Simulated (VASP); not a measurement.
# In2O3 (R-3c) in VASP: notebook

In2O3 is run at these levels: LDA; tasks: single point.

All numbers are computed with VASP 6.6.1; they aren't measurements. Logs are shortened: lines on timing, memory, paths and dates and some standing lists are left out, and cuts for length are marked.

### 1 The cell of the first run

The structure is trigonal, space group R-3c (No. 167). Conventional cell: a = 5.680 Å, b = 5.680 Å, c = 14.947 Å, α = 90.00°, β = 90.00°, γ = 120.00°. In (site symmetry 3) has 6 O at 2.19 to 2.33 Å within 2.9 Å. O (site symmetry 2) has 4 In at 2.19 to 2.33 Å within 2.9 Å.

### 2 Single point, LDA (strain +0.040 along x and y, +0.040 along z)

File INCAR:

```
SYSTEM = In2O3
ALGO     = Normal         ! electronic algorithm
EDIFF    = 1E-6           ! SCF threshold, eV
ENCUT    = 520            ! plane-wave cutoff, eV
GGA      = CA             ! functional
ISIF     = 2              ! what is computed and relaxed
ISMEAR   = 0              ! smearing method
LASPH    = .TRUE.         ! aspherical terms in the spheres
LCHARG   = .FALSE.        ! write CHGCAR
LREAL    = .FALSE.        ! projectors in reciprocal space
LWAVE    = .FALSE.        ! write WAVECAR
NBANDS   = 55             ! bands
NELM     = 80             ! most SCF steps
PREC     = Accurate       ! precision mode
SIGMA    = 0.05           ! smearing width, eV
```

File KPOINTS:

```
k-points
0
G
  6 6 6
  0 0 0
```

File POSCAR:

```
In2O3
1.0
    2.8401283398      1.6397488615      4.9823449044
   -2.8401283398      1.6397488615      4.9823449044
    0.0000000000     -3.2794977230      4.9823449044
In O
4 6
Direct
    0.3576778379      0.3576778379      0.3576778379
    0.1423221621      0.1423221621      0.1423221621
    0.6423221621      0.6423221621      0.6423221621
    0.8576778379      0.8576778379      0.8576778379
    0.5455327428      0.9544672572      0.2500000000
    0.2500000000      0.5455327428      0.9544672572
    0.9544672572      0.2500000000      0.5455327428
    0.4544672572      0.0455327428      0.7500000000
    0.7500000000      0.4544672572      0.0455327428
    0.0455327428      0.7500000000      0.4544672572
```

Potentials or basis: VASP PAW LDA potentials, release 64 (In_d, O).

Started as:

```sh
> cat potpaw_LDA.64/In_d/POTCAR potpaw_LDA.64/O/POTCAR > POTCAR
> mpirun -np 1 vasp_std > vasp.out
```

OUTCAR:

```text
SYSTEM = In2O3
   EDIFF = 1E-6
   ENCUT = 520
   GGA = CA
   ISIF = 2
   ISMEAR = 0
   LASPH = .TRUE.
   LREAL = .FALSE.
   NELM = 80
   PREC = Accurate

 ion  position               nearest neighbor table
   1  0.358  0.358  0.358-   9 2.19   8 2.19  10 2.19   7 2.33   6 2.33   5 2.33   2 3.22   3 3.36
                             3 3.36   3 3.36   2 3.72   2 3.72   2 3.72
   2  0.142  0.142  0.142-  10 2.19   8 2.19   9 2.19   7 2.33   6 2.33   5 2.33   1 3.22   4 3.36
                             4 3.36   4 3.36   1 3.72   1 3.72   1 3.72
   3  0.642  0.642  0.642-   6 2.19   5 2.19   7 2.19   9 2.33  10 2.33   8 2.33   4 3.22   1 3.36
                             1 3.36   1 3.36   4 3.72   4 3.72   4 3.72
   4  0.858  0.858  0.858-   7 2.19   5 2.19   6 2.19   9 2.33  10 2.33   8 2.33   3 3.22   2 3.36
                             2 3.36   2 3.36   3 3.72   3 3.72   3 3.72
   5  0.546  0.954  0.250-   3 2.19   4 2.19   1 2.33   2 2.33
   6  0.250  0.546  0.954-   3 2.19   4 2.19   1 2.33   2 2.33
   7  0.954  0.250  0.546-   4 2.19   3 2.19   1 2.33   2 2.33
   8  0.454  0.046  0.750-   1 2.19   2 2.19   3 2.33   4 2.33
   9  0.750  0.454  0.046-   1 2.19   2 2.19   3 2.33   4 2.33
  10  0.046  0.750  0.454-   2 2.19   1 2.19   3 2.33   4 2.33

  LATTYP: Found a trigonal (rhomboedric) cell.
 ALAT       =     5.9648022651
 COS(alpha) =     0.5465662693

  Lattice vectors:

 A1 = (   2.8401283398,   1.6397488615,   4.9823449044)
 A2 = (  -2.8401283398,   1.6397488615,   4.9823449044)
 A3 = (   0.0000000000,  -3.2794977230,   4.9823449044)

Analysis of symmetry for initial positions (statically):
=====================================================================
 Subroutine PRICEL returns:
 Original cell was already a primitive cell.

 Routine SETGRP: Setting up the symmetry group for a
 trigonal (rhombohedral) supercell.

 Subroutine GETGRP returns: Found 12 space group operations
 (whereof  6 operations were pure point group operations)
 out of a pool of 12 trial point group operations.

The static configuration has the point symmetry S_6 .
 The point group associated with its full space group is D_3d.

Analysis of symmetry for dynamics (positions and initial velocities):
=====================================================================
 Subroutine PRICEL returns:
 Original cell was already a primitive cell.

 Routine SETGRP: Setting up the symmetry group for a
 trigonal (rhombohedral) supercell.

 Subroutine GETGRP returns: Found 12 space group operations
 (whereof  6 operations were pure point group operations)
 out of a pool of 12 trial point group operations.

The dynamic configuration has the point symmetry S_6 .
 The point group associated with its full space group is D_3d.

 Subroutine INISYM returns: Found 12 space group operations
 (whereof  6 operations are pure point group operations),
 and found     1 'primitive' translations

----------------------------------------------------------------------------------------

                                     Primitive cell

  volume of cell :     139.2196

  direct lattice vectors                    reciprocal lattice vectors
     2.840128340  1.639748861  4.982344904     0.176048382  0.101641581  0.066902902
    -2.840128340  1.639748861  4.982344904    -0.176048382  0.101641581  0.066902902
     0.000000000 -3.279497723  4.982344904     0.000000000 -0.203283162  0.066902902

  length of vectors
     5.964802265  5.964802265  5.964802265     0.214009444  0.214009444  0.214009444

  position of ions in fractional coordinates (direct lattice)
     0.357677838  0.357677838  0.357677838
     0.142322162  0.142322162  0.142322162
     0.642322162  0.642322162  0.642322162
     0.857677838  0.857677838  0.857677838
     0.545532743  0.954467257  0.250000000
     0.250000000  0.545532743  0.954467257
     0.954467257  0.250000000  0.545532743
     0.454467257  0.045532743  0.750000000
     0.750000000  0.454467257  0.045532743
     0.045532743  0.750000000  0.454467257

  ion indices of the primitive-cell ions
   primitive index   ion index
                 1           1
                 2           2
                 3           3
                 4           4
                 5           5
                 6           6
                 7           7
                 8           8
                 9           9
                10          10

----------------------------------------------------------------------------------------

 KPOINTS: k-points

Automatic generation of k-mesh.
 Grid dimensions read from file:
 generate k-points for:    6    6    6

 Generating k-lattice:

  Cartesian coordinates                     Fractional coordinates (reciprocal lattice)
     0.029341397  0.016940263  0.011150484     0.166666667 -0.000000000 -0.000000000
    -0.029341397  0.016940263  0.011150484    -0.000000000  0.166666667 -0.000000000
     0.000000000 -0.033880527  0.011150484    -0.000000000 -0.000000000  0.166666667

  Length of vectors
     0.035668241  0.035668241  0.035668241

  Shift w.r.t. Gamma in fractional coordinates (k-lattice)
     0.000000000  0.000000000  0.000000000

 Subroutine IBZKPT returns following result:
 ===========================================

 Found     32 irreducible k-points:

 Following reciprocal coordinates:
            Coordinates               Weight
  0.000000  0.000000  0.000000      1.000000
  0.166667  0.000000  0.000000      6.000000
  0.333333  0.000000  0.000000      6.000000
  0.500000  0.000000  0.000000      3.000000
  0.166667  0.166667  0.000000      6.000000
  0.333333  0.166667  0.000000     12.000000
[... 16 lines left out ...]
  0.500000  0.500000  0.166667      6.000000
 -0.333333  0.500000  0.166667     12.000000
 [... further k-points ...]
   k-points           NKPTS =     32   k-points in BZ     NKDIM =     32   number of bands    NBANDS=     55
   number of dos      NEDOS =    301   number of ions     NIONS =     10
   total plane-waves  NPLWV = 110592
   dimension x,y,z NGX =    48 NGY =   48 NGZ =   48
   dimension x,y,z NGXF=    96 NGYF=   96 NGZF=   96
   ions per type =               4   6
   NGX,Y,Z   is equivalent  to a cutoff of  13.38, 13.38, 13.38 a.u.
   NGXF,Y,Z  is equivalent  to a cutoff of  26.76, 26.76, 26.76 a.u.
 SYSTEM =  In2O3
   PREC   = accura    normal or accurate (medium, high low for compatibility)
   ISTART =      0    job   : 0-new  1-cont  2-samecut
   ICHARG =      2    charge: 1-file 2-atom 10-const
   ISPIN  =      1    spin polarized calculation?
   LNONCOLLINEAR =      F non collinear calculations
   LSORBIT =      F    spin-orbit coupling
   LASPH  =      T    aspherical Exc in radial PAW
   ENCUT  =  520.0 eV  38.22 Ry    6.18 a.u.  11.09 11.09 11.09*2*pi/ulx,y,z
   NELM   =     80;   NELMIN=  2; NELMDL= -5     # of ELM steps
   EDIFF  = 0.1E-05   stopping-criterion for ELM
   LREAL  =      F    real-space projection
[... 7 lines left out ...]
   TEBEG  =    0.0;   TEEND  =   0.0 temperature during run
   PSTRESS=    0.0 pullay stress
   NELECT =      88.0000    total number of electrons
   NUPDOWN=      -1.0000    fix difference up-down
   EMIN   =  10.00;   EMAX   =-10.00  energy-range for DOS
   EFERMI =   0.00;   METHOD = LEGACY
   ISMEAR =     0;   SIGMA  =   0.05  broadening in eV -4-tet -1-fermi 0-gaus
   EFERMI_NEDOS =   21; number of points for ismear=-14 and -15
   IALGO  =     38    algorithm
   IMIX   =      4    mixing-type and parameters
     AMIX     =   0.40;   BMIX     =  1.00
     AMIX_MAG =   1.60;   BMIX_MAG =  1.00
  volume/ion in A,a.u.               =      13.92        93.95
  Fermi-wavevector in a.u.,A,eV,Ry     =   1.404976  2.655020 26.857327  1.973958
  Thomas-Fermi vector in A             =   2.527484
   LORBIT       =      0    0 simple, 1 ext, 2 COOP (PROOUT), +10 PAW based schemes
   GGA     = CA    functional components
   LHFCALC =     F    Hartree Fock is set to
   AEXX    =    0.0000 exact exchange contribution
   IVDW    =     0    specifies the selected vdW correction
   LEPSILON=     F    determine dielectric tensor
   LRPA    =     F    only Hartree local field effects (RPA)
 non-spin polarized calculation
 Gauss-broadening in eV      SIGMA  =   0.05
  energy-cutoff  :      520.00
  volume of cell :      139.22
 maximum number of plane-waves:      3774
 NGX is ok and might be reduce to    48
   NGX = 23   NGY = 23   NGZ = 23

 number of electron      87.9999986 magnetization

 Free energy of the ion-electron system (eV)
  ---------------------------------------------------
  ext. energy  EPLUGINS =         0.00000000
  ---------------------------------------------------
  free energy    TOTEN  =       -62.83623064 eV

  energy without entropy =      -62.83623064  energy(sigma->0) =      -62.83623064

 E-fermi :   4.4362     XC(G=0): -11.2459

 val. band max:        4.1795454463   @ k =  -0.1667   0.1667   0.0000
 cond. band min:       4.7014601562   @ k =   0.0000   0.0000   0.0000
 fundamental gap:      0.5219147099
 Fermi energy:         4.4362395118

 k-point     1 :       0.0000    0.0000    0.0000
  band No.  band energies     occupation
      1     -12.6357      2.00000
      2     -11.8825      2.00000
      3     -11.8825      2.00000
      4     -11.6942      2.00000
      5     -11.6942      2.00000
      6     -11.6084      2.00000
[... 47 lines left out ...]
     54      13.2652      0.00000
     55      13.6930      0.00000

 k-point     2 :       0.1667    0.0000    0.0000
  band No.  band energies     occupation
      1     -12.5694      2.00000
      2     -11.8736      2.00000
      3     -11.8688      2.00000
      4     -11.7510      2.00000
      5     -11.7082      2.00000
      6     -11.6339      2.00000
[... 47 lines left out ...]
     54      13.7990      0.00000
     55      13.8039      0.00000
[... 1216 lines left out ...]
     54      14.2389      0.00000
     55      14.7114      0.00000

 k-point    24 :      -0.3333    0.5000    0.1667
  band No.  band energies     occupation
      1     -12.2008      2.00000
      2     -12.0801      2.00000
      3     -11.8924      2.00000
      4     -11.8291      2.00000
      5     -11.7235      2.00000
      6     -11.6411      2.00000
[... 47 lines left out ...]
     54      13.9614      0.00000
     55      14.5403      0.00000

 [... further k-points ...]

------------------------ aborting loop because EDIFF is reached ----------------------------------------

  FORCE on cell =-STRESS in cart. coord.  units (eV):
  Direction    XX          YY          ZZ          XY          YZ          ZX
  --------------------------------------------------------------------------------------
  -------------------------------------------------------------------------------------
  Total      -14.8290221    -14.8290221    -12.7402606     -0.0000000      0.0000000      0.0000000
  in kB     -170.6564681   -170.6564681   -146.6184252     -0.0000000      0.0000000      0.0000000
  external PRESSURE =    -162.6437871 kB  Pullay stress =       0.0000000 kB

 VOLUME and BASIS-vectors are now :
 -----------------------------------------------------------------------------
  energy-cutoff  :      520.00
  volume of cell :      139.22
      direct lattice vectors                 reciprocal lattice vectors
     2.840128340  1.639748861  4.982344904     0.176048382  0.101641581  0.066902902
    -2.840128340  1.639748861  4.982344904    -0.176048382  0.101641581  0.066902902
     0.000000000 -3.279497723  4.982344904     0.000000000 -0.203283162  0.066902902

 POSITION                                       TOTAL-FORCE (eV/Angst)
 -----------------------------------------------------------------------------------
      0.00000      0.00000      5.34622        -0.000000      0.000000     -0.222774
      0.00000      0.00000      2.12729        -0.000000      0.000000      0.222774
      0.00000      0.00000      9.60081        -0.000000     -0.000000      0.222774
      0.00000      0.00000     12.81974        -0.000000     -0.000000     -0.222774
     -1.16143      1.63975      8.71910         0.002380     -0.000000      0.000000
     -0.83935     -1.82570      8.71910        -0.001190      0.002061      0.000000
      2.00078      0.18595      8.71910        -0.001190     -0.002061      0.000000
      1.16143     -1.63975      6.22793        -0.002380     -0.000000      0.000000
      0.83935      1.82570      6.22793         0.001190     -0.002061      0.000000
     -2.00078     -0.18595      6.22793         0.001190      0.002061      0.000000
 -----------------------------------------------------------------------------------
    total drift:                                0.000000      0.000000     -0.000000

  FREE ENERGIE OF THE ION-ELECTRON SYSTEM (eV)
  ---------------------------------------------------
  free  energy   TOTEN  =       -62.8362306393 eV

  energy  without entropy=      -62.8362306393  energy(sigma->0) =      -62.83623064
```

Wall time 6 min (1 thread of Intel Xeon 6975P-C, shared host); peak memory 0.36 GiB.

What came out:

| Property | Result |
| --- | --- |
| Free energy | -62.8362 eV |
| Pressure | -16.3 GPa |
| Largest force | 0.223 eV/Å |
| Band gap on the k mesh | 0.52 eV, indirect (least direct gap 0.65 eV) |

Forces in eV/Å, atoms in the order of the input:
```
In   0.000  0.000 -0.223
In   0.000  0.000  0.223
In   0.000  0.000  0.223
In   0.000  0.000 -0.223
O    0.002  0.000  0.000
O   -0.001  0.002  0.000
O   -0.001 -0.002  0.000
O   -0.002  0.000  0.000
O    0.001 -0.002  0.000
O    0.001  0.002  0.000
```

Levels at points of the mesh, in eV from the valence-band top:
| k point | band 40 | band 41 | band 42 | band 43 | band 44 | band 45 | band 46 | band 47 | band 48 | band 49 |
| --- | --- | --- | --- | --- | --- | --- | --- | --- | --- | --- |
| (0.00, 0.00, 0.00) | -0.31 | -0.23 | -0.23 | -0.13 | -0.13 | 0.52 | 4.83 | 5.23 | 6.31 | 8.24 |
| (0.50, 0.00, 0.00) | -0.80 | -0.70 | -0.70 | -0.06 | -0.06 | 4.14 | 4.14 | 4.98 | 4.98 | 7.67 |
| (0.50, 0.50, 0.00) | -0.76 | -0.52 | -0.37 | -0.12 | -0.06 | 4.28 | 4.67 | 5.46 | 5.60 | 6.66 |
| (0.50, 0.50, 0.50) | -1.00 | -0.20 | -0.20 | -0.20 | -0.20 | 3.65 | 3.65 | 6.06 | 6.06 | 7.55 |

Caveat: the cell differs from its parent crystal (strain +0.040 along x and y, +0.040 along z); spin-orbit coupling is left out, which moves the levels of the heavy elements. A k mesh can miss the band edges.

### 3 Single point, LDA (strain +0.080 along x and y, +0.000 along z)

File INCAR:

```
  PREC = Accurate
  ENCUT = 520
  EDIFF = 1E-6
  ISMEAR = 0
  SIGMA = 0.05
  LREAL = False
  LASPH = True
  NELM = 100
  ALGO = Normal
  ISIF = 2
  LWAVE = False
  LCHARG = False
  NBANDS = 55
```

File KPOINTS:

```
Automatic mesh
0
Gamma
  6 6 6
```

Edit POSCAR of step 2 so:

```diff
@@ -2,5 +2,5 @@
 1.0
-    2.8401283398      1.6397488615      4.9823449044
-   -2.8401283398      1.6397488615      4.9823449044
-    0.0000000000     -3.2794977230      4.9823449044
+    2.9493640452      1.7028161254      4.7907162542
+   -2.9493640452      1.7028161254      4.7907162542
+    0.0000000000     -3.4056322508      4.7907162542
 In O
```

Potentials or basis: VASP PAW LDA potentials, release 64 (In_d, O).

Started as:

```sh
> cat potpaw_LDA.64/In_d/POTCAR potpaw_LDA.64/O/POTCAR > POTCAR
> mpirun -np 1 vasp_std > vasp.out
```

Wall time 6.4 min (1 thread of Intel Xeon 6975P-C, shared host); peak memory 0.36 GiB.

It converged, with:

* Free energy: -61.8767 eV
* Pressure: -20.3 GPa
* Largest force: 0.049 eV/Å
* Band gap on the k mesh: 0.12 eV, indirect (least direct gap 0.33 eV)

Forces in eV/Å, atoms in the order of the input:
```
In   0.000  0.000  0.049
In   0.000  0.000 -0.049
In   0.000  0.000 -0.049
In   0.000  0.000  0.049
O    0.005  0.000  0.000
O   -0.002  0.004  0.000
O   -0.002 -0.004  0.000
O   -0.005  0.000  0.000
O    0.002 -0.004  0.000
O    0.002  0.004  0.000
```

Stress tensor (GPa, compression positive):
```
-24.87   0.00   0.00
  0.00 -24.87   0.00
  0.00   0.00 -11.14
```

Levels at points of the mesh, in eV from the valence-band top:
```csv
k point,band 41,band 42,band 43,band 44,band 45,band 46,band 47,band 48
"(0.00, 0.00, 0.00)",-0.23,-0.23,-0.21,-0.21,0.12,4.49,4.86,5.46
"(0.50, 0.00, 0.00)",-0.57,-0.57,-0.08,-0.08,3.70,3.70,4.55,4.55
"(0.50, 0.50, 0.00)",-0.59,-0.33,-0.13,-0.08,3.89,4.15,4.93,4.99
"(0.50, 0.50, 0.50)",-0.34,-0.34,-0.34,-0.34,3.34,3.34,5.46,5.46
```

Caveat: the cell differs from its parent crystal (strain +0.080 along x and y, +0.000 along z); spin-orbit coupling is left out, which moves the levels of the heavy elements. A k mesh can miss the band edges.

(Part 1 of 2 ends here.)
